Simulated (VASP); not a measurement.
# Sn2H3: single point with PBE

System: Sn2H3, a wire with vacuum.

```
Sn H
1.0
    14.20000    0.00000    0.00000
     0.00000   16.30000    0.00000
     0.00000    0.00000    4.70555
Sn H
4 6
Direct
  0.58284 0.44897 0.00000
  0.41716 0.65310 0.50000
  0.58284 0.34690 0.50000
  0.41716 0.55103 0.00000
  0.68174 0.50989 0.00000
  0.51606 0.71402 0.50000
  0.31826 0.71402 0.50000
  0.48394 0.28598 0.50000
  0.68174 0.28598 0.50000
  0.31826 0.49011 0.00000
```

```
Program                : VASP 6.6.1
Task                   : single point
Functional             : PBE
Potentials or basis    : VASP PAW PBE potentials, release 64 (Sn_d, H)
Cutoff                 : 520 eV
k mesh                 : 1 × 1 × 12
Occupations            : gaussian, width 0.05 eV
Spin                   : no spin polarisation
Dipole correction      : no
Further INCAR settings : ALGO = Normal; EDIFF = 1e-07; NBANDS = 42
```

| Property | Result |
| --- | --- |
| Largest force | 0.681 eV/Å |
| Band gap on the k mesh | 1.64 eV |

Forces on the atoms (eV/Å):
```
Sn  -0.517 -0.444  0.000
Sn  -0.093 -0.655  0.000
Sn   0.093  0.655  0.000
Sn   0.517  0.444  0.000
H    0.107  0.097  0.000
H    0.042  0.071  0.000
H   -0.064  0.145  0.000
H   -0.042 -0.071  0.000
H    0.064 -0.145  0.000
H   -0.107 -0.097  0.000
```

Levels at points of the mesh, in eV from the valence-band top:
```tsv
k point	band 28	band 29	band 30	band 31	band 32	band 33	band 34	band 35
(0.00, 0.00, 0.00)	-2.28	-1.02	-0.59	0.00	1.64	1.92	3.37	3.69
(0.00, 0.00, 0.50)	-2.50	-2.44	-1.94	-1.26	2.56	2.83	3.57	3.58
```

It took 9.9 min on 1 thread of Oxide Virtual Turin-like Processor, on a shared host, peak memory 0.94 GiB.

Caveat: spin-orbit coupling is left out, which moves the levels of the heavy elements.
